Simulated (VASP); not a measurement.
# Si2MoN4 in VASP: single point with PBE+D3(BJ)

Aim: the single point of Si2MoN4 with PBE+D3(BJ).

Everything below comes from runs of VASP 6.6.1. Logs are shortened: lines on timing, memory, paths and dates and some standing lists are left out, and cuts for length are marked.

### Step 1. The cell of the first run

The cell holds a sheet with vacuum, 7 atoms: a = 2.894 Å, b = 2.894 Å, c = 37.800 Å, α = 90.00°, β = 90.00°, γ = 120.00°.

### Step 2. Single point, PBE+D3(BJ)

INCAR reads:

```
PREC     = Accurate       # precision mode
ENCUT    = 520            # plane-wave cutoff, eV
EDIFF    = 1E-6           # SCF threshold, eV
ISMEAR   = 0              # smearing method
SIGMA    = 0.03           # smearing width, eV
LREAL    = False          # projectors in reciprocal space
LASPH    = True           # aspherical terms in the spheres
NELM     = 120            # most SCF steps
ALGO     = Normal         # electronic algorithm
ISIF     = 2              # what is computed and relaxed
LWAVE    = False          # write WAVECAR
LCHARG   = False          # write CHGCAR
LDIPOL   = True         
IDIPOL   = 3            
DIPOL    = 0.5 0.5 0.278
GGA      = PE             # functional
IVDW     = 12             # dispersion correction
NBANDS   = 30             # bands
GGA_COMPAT= False        
NELMDL   = -8
```

KPOINTS reads:

```
Automatic mesh
0
Gamma
  18 18 1
```

POSCAR reads:

```
Si2MoN4
1.0
    2.8939869594      0.0000000000      0.0000000000
   -1.4469934797      2.5062662250      0.0000000000
    0.0000000000      0.0000000000     37.8000000028
N Si Mo
4 2 1
Direct
    0.3333333333      0.6666666667      0.1853470988
    0.6666666667      0.3333333333      0.2448895113
    0.6666666667      0.3333333333      0.3106660442
    0.3333333333      0.6666666667      0.3702084568
    0.6666666667      0.3333333333      0.1988565555
    0.6666666667      0.3333333333      0.3566990000
    0.0000000000      0.0000000000      0.2777777778
```

Potentials or basis: VASP PAW PBE potentials, release 64 (N, Si, Mo_sv).

Run with:

```sh
$ cat potpaw_PBE.64/N/POTCAR potpaw_PBE.64/Si/POTCAR potpaw_PBE.64/Mo_sv/POTCAR > POTCAR
$ mpirun -np 1 vasp_std > vasp.out
```

OUTCAR:

```text
PREC = Accurate
   ENCUT = 520
   EDIFF = 1E-6
   ISMEAR = 0
   LREAL = False
   LASPH = True
   NELM = 120
   ISIF = 2
   GGA = PE
   IVDW = 12
   NELMDL = -8
 IVDW          = 12

 ion  position               nearest neighbor table
   1  0.333  0.667  0.185-   5 1.75   5 1.75   5 1.75
   2  0.667  0.333  0.245-   5 1.74   7 2.08   7 2.08   7 2.08
   3  0.667  0.333  0.311-   6 1.74   7 2.08   7 2.08   7 2.08
   4  0.333  0.667  0.370-   6 1.75   6 1.75   6 1.75
   5  0.667  0.333  0.199-   2 1.74   1 1.75   1 1.75   1 1.75
   6  0.667  0.333  0.357-   3 1.74   4 1.75   4 1.75   4 1.75
   7  0.000  0.000  0.278-   3 2.08   3 2.08   3 2.08   2 2.08   2 2.08   2 2.08

  LATTYP: Found a hexagonal cell.
 ALAT       =     2.8939869594
 C/A-ratio  =    13.0615654228

  Lattice vectors:

 A1 = (   2.8939869594,   0.0000000000,   0.0000000000)
 A2 = (  -1.4469934797,   2.5062662250,   0.0000000000)
 A3 = (   0.0000000000,   0.0000000000,  37.8000000028)

Analysis of symmetry for initial positions (statically):
=====================================================================
 Subroutine PRICEL returns:
 Original cell was already a primitive cell.

 Routine SETGRP: Setting up the symmetry group for a
 hexagonal supercell.

 Subroutine GETGRP returns: Found 12 space group operations
 (whereof  6 operations were pure point group operations)
 out of a pool of 24 trial point group operations.

The static configuration has the point symmetry C_3v.
 The point group associated with its full space group is D_3h.

Analysis of symmetry for dynamics (positions and initial velocities):
=====================================================================
 Subroutine PRICEL returns:
 Original cell was already a primitive cell.

 Routine SETGRP: Setting up the symmetry group for a
 hexagonal supercell.

 Subroutine GETGRP returns: Found 12 space group operations
 (whereof  6 operations were pure point group operations)
 out of a pool of 24 trial point group operations.

The dynamic configuration has the point symmetry C_3v.
 The point group associated with its full space group is D_3h.

 Subroutine INISYM returns: Found 12 space group operations
 (whereof  6 operations are pure point group operations),
 and found     1 'primitive' translations

----------------------------------------------------------------------------------------

                                     Primitive cell

  volume of cell :     274.1672

  direct lattice vectors                    reciprocal lattice vectors
     2.893986959  0.000000000  0.000000000     0.345544059  0.199499955  0.000000000
    -1.446993480  2.506266225  0.000000000     0.000000000  0.398999911  0.000000000
     0.000000000  0.000000000 37.800000003     0.000000000  0.000000000  0.026455026

  length of vectors
     2.893986959  2.893986959 37.800000003     0.398999911  0.398999911  0.026455026

  position of ions in fractional coordinates (direct lattice)
     0.333333333  0.666666667  0.185347099
     0.666666667  0.333333333  0.244889511
     0.666666667  0.333333333  0.310666044
     0.333333333  0.666666667  0.370208457
     0.666666667  0.333333333  0.198856556
     0.666666667  0.333333333  0.356699000
     0.000000000  0.000000000  0.277777778

  ion indices of the primitive-cell ions
   primitive index   ion index
                 1           1
                 2           2
                 3           3
                 4           4
                 5           5
                 6           6
                 7           7

----------------------------------------------------------------------------------------

 KPOINTS: Automatic mesh

Automatic generation of k-mesh.
 Grid dimensions read from file:
 generate k-points for:   18   18    1

 Generating k-lattice:

  Cartesian coordinates                     Fractional coordinates (reciprocal lattice)
     0.019196892  0.011083331  0.000000000     0.055555556  0.000000000  0.000000000
     0.000000000  0.022166662  0.000000000     0.000000000  0.055555556  0.000000000
     0.000000000  0.000000000  0.026455026     0.000000000  0.000000000  1.000000000

  Length of vectors
     0.022166662  0.022166662  0.026455026

  Shift w.r.t. Gamma in fractional coordinates (k-lattice)
     0.000000000  0.000000000  0.000000000

 Subroutine IBZKPT returns following result:
 ===========================================

 Found     37 irreducible k-points:

 Following reciprocal coordinates:
            Coordinates               Weight
  0.000000  0.000000  0.000000      1.000000
  0.055556  0.000000  0.000000      6.000000
  0.111111  0.000000  0.000000      6.000000
  0.166667  0.000000  0.000000      6.000000
  0.222222  0.000000  0.000000      6.000000
  0.277778 -0.000000  0.000000      6.000000
[... 16 lines left out ...]
  0.333333  0.111111  0.000000     12.000000
  0.388889  0.111111  0.000000     12.000000
 [... further k-points ...]
   k-points           NKPTS =     37   k-points in BZ     NKDIM =     37   number of bands    NBANDS=     30
   number of dos      NEDOS =    301   number of ions     NIONS =      7
   total plane-waves  NPLWV = 165888
   dimension x,y,z NGX =    24 NGY =   24 NGZ =  288
   dimension x,y,z NGXF=    48 NGYF=   48 NGZF=  576
   ions per type =               4   2   1
   NGX,Y,Z   is equivalent  to a cutoff of  13.79, 13.79, 12.67 a.u.
   NGXF,Y,Z  is equivalent  to a cutoff of  27.57, 27.57, 25.33 a.u.
 SYSTEM =  unknown system
   PREC   = accura    normal or accurate (medium, high low for compatibility)
   ISTART =      0    job   : 0-new  1-cont  2-samecut
   ICHARG =      2    charge: 1-file 2-atom 10-const
   ISPIN  =      1    spin polarized calculation?
   LNONCOLLINEAR =      F non collinear calculations
   LSORBIT =      F    spin-orbit coupling
   LASPH  =      T    aspherical Exc in radial PAW
   ENCUT  =  520.0 eV  38.22 Ry    6.18 a.u.   5.38  5.38 70.28*2*pi/ulx,y,z
   NELM   =    120;   NELMIN=  2; NELMDL= -8     # of ELM steps
   EDIFF  = 0.1E-05   stopping-criterion for ELM
   LREAL  =      F    real-space projection
   EDIFFG = 0.1E-04   stopping-criterion for IOM
   NSW    =      0    number of steps for IOM
   IBRION =     -1    ionic relax: 0-MD 1-quasi-New 2-CG
   NFREE  =      0    steps in history (QN), initial steepest desc. (CG)
   ISIF   =      2    stress and relaxation
   ISYM   =      2    0-nonsym 1-usesym 2-fastsym
   POTIM  = 0.5000    time-step for ionic-motion
   TEBEG  =    0.0;   TEEND  =   0.0 temperature during run
   PSTRESS=    0.0 pullay stress
   NELECT =      42.0000    total number of electrons
   NUPDOWN=      -1.0000    fix difference up-down
   EMIN   =  10.00;   EMAX   =-10.00  energy-range for DOS
   EFERMI =   0.00;   METHOD = LEGACY
   ISMEAR =     0;   SIGMA  =   0.03  broadening in eV -4-tet -1-fermi 0-gaus
   EFERMI_NEDOS =   21; number of points for ismear=-14 and -15
   IALGO  =     38    algorithm
   IMIX   =      4    mixing-type and parameters
     AMIX     =   0.40;   BMIX     =  1.00
     AMIX_MAG =   1.60;   BMIX_MAG =  1.00
  volume/ion in A,a.u.               =      39.17       264.31
  Fermi-wavevector in a.u.,A,eV,Ry     =   0.875964  1.655331 10.439917  0.767312
  Thomas-Fermi vector in A             =   1.995708
   LORBIT       =      0    0 simple, 1 ext, 2 COOP (PROOUT), +10 PAW based schemes
   GGA     = PE    functional components
   LHFCALC =     F    Hartree Fock is set to
   AEXX    =    0.0000 exact exchange contribution
   IVDW    =    12    specifies the selected vdW correction
   LEPSILON=     F    determine dielectric tensor
   LRPA    =     F    only Hartree local field effects (RPA)
 non-spin polarized calculation
 Gauss-broadening in eV      SIGMA  =   0.03
  energy-cutoff  :      520.00
  volume of cell :      274.17
 maximum number of plane-waves:      7497
 NGX is ok and might be reduce to    24
   NGX = 11   NGY = 11   NGZ =141

 number of electron      41.9999996 magnetization

 dipolmoment           0.000000      0.000000      0.000000 electrons x Angstroem

 Free energy of the ion-electron system (eV)
  ---------------------------------------------------
  ext. energy  EPLUGINS =         0.00000000
  ---------------------------------------------------
  free energy    TOTEN  =       -61.72047610 eV

  energy without entropy =      -61.72047610  energy(sigma->0) =      -61.72047610

 E-fermi :  -1.4150     XC(G=0):  -3.3264

 val. band max:       -1.7027337882   @ k =   0.0000   0.0000   0.0000
 cond. band min:       0.0819693261   @ k =   0.3333   0.3333   0.0000
 fundamental gap:      1.7847031142
 Fermi energy:        -1.4149999311

 k-point     1 :       0.0000    0.0000    0.0000
  band No.  band energies     occupation
      1     -63.0672      2.00000
      2     -37.1927      2.00000
      3     -36.7662      2.00000
      4     -36.7662      2.00000
      5     -20.5250      2.00000
      6     -20.4226      2.00000
[... 22 lines left out ...]
     29       3.5173      0.00000
     30       3.7365      0.00000

 k-point     2 :       0.0556    0.0000    0.0000
  band No.  band energies     occupation
      1     -63.0634      2.00000
      2     -37.1867      2.00000
      3     -36.7964      2.00000
      4     -36.7726      2.00000
      5     -20.4733      2.00000
      6     -20.3734      2.00000
[... 22 lines left out ...]
     29       3.6119      0.00000
     30       3.8140      0.00000

 k-point     3 :       0.1111    0.0000    0.0000
  band No.  band energies     occupation
      1     -63.0526      2.00000
      2     -37.1692      2.00000
      3     -36.8829      2.00000
      4     -36.7912      2.00000
      5     -20.3200      2.00000
      6     -20.2272      2.00000
[... 682 lines left out ...]
     29       5.8239      0.00000
     30       6.5653      0.00000

 k-point    24 :       0.3889    0.1111    0.0000
  band No.  band energies     occupation
      1     -62.9412      2.00000
      2     -37.6539      2.00000
      3     -37.0401      2.00000
      4     -36.9882      2.00000
      5     -17.9849      2.00000
      6     -17.9679      2.00000
[... 22 lines left out ...]
     29       6.0410      0.00000
     30       6.8880      0.00000

 [... further k-points ...]

------------------------ aborting loop because EDIFF is reached ----------------------------------------

 vacuum level on the upper side and lower side of the slab       (xc-potential included)        -0.007        -0.007

 Edisp (eV)   -1.85076

 E8    (eV) :    -0.7292

  FORCE on cell =-STRESS in cart. coord.  units (eV):
  Direction    XX          YY          ZZ          XY          YZ          ZX
  --------------------------------------------------------------------------------------
  -------------------------------------------------------------------------------------
  Total       0.02521     0.02521    -0.00466     0.00000     0.00000     0.00000
  in kB       0.14731     0.14731    -0.02722     0.00000     0.00000     0.00000
  external pressure =        0.09 kB  Pullay stress =        0.00 kB

 VOLUME and BASIS-vectors are now :
 -----------------------------------------------------------------------------
  energy-cutoff  :      520.00
  volume of cell :      274.17
      direct lattice vectors                 reciprocal lattice vectors
     2.893986959  0.000000000  0.000000000     0.345544059  0.199499955  0.000000000
    -1.446993480  2.506266225  0.000000000     0.000000000  0.398999911  0.000000000
     0.000000000  0.000000000 37.800000003     0.000000000  0.000000000  0.026455026

 POSITION                                       TOTAL-FORCE (eV/Angst)
 -----------------------------------------------------------------------------------
     -0.00000      1.67084      7.00612         0.000000     -0.000000      0.014710
      1.44699      0.83542      9.25682        -0.000000      0.000000     -0.038260
      1.44699      0.83542     11.74318        -0.000000      0.000000      0.038260
     -0.00000      1.67084     13.99388         0.000000     -0.000000     -0.014710
      1.44699      0.83542      7.51678        -0.000000     -0.000000     -0.012096
      1.44699      0.83542     13.48322        -0.000000     -0.000000      0.012096
      0.00000      0.00000     10.50000         0.000000     -0.000000      0.000000
 -----------------------------------------------------------------------------------
    total drift:                                0.000000     -0.000000      0.000006

  FREE ENERGIE OF THE ION-ELECTRON SYSTEM (eV)
  ---------------------------------------------------
  free  energy   TOTEN  =       -63.5712393294 eV

  energy  without entropy=      -63.5712393294  energy(sigma->0) =      -63.57123933

 vacuum level on the upper side and lower side of the slab         3.678         3.678
```

It took 11 min on 1 thread of Oxide Virtual Turin-like, shared host; peak memory 0.56 GiB.

What came out:

```yaml
Free_energy: -63.5712 eV
Largest_force: 0.038 eV/Å
Band_gap_on_the_k_mesh: 1.78 eV (least direct gap 2.10 eV)
Dispersion_energy_per_atom: -0.264 eV
```

Forces in eV/Å, atoms in the order of the input:
```
N    0.000  0.000  0.015
N    0.000  0.000 -0.038
N    0.000  0.000  0.038
N    0.000  0.000 -0.015
Si   0.000  0.000 -0.012
Si   0.000  0.000  0.012
Mo   0.000  0.000  0.000
```
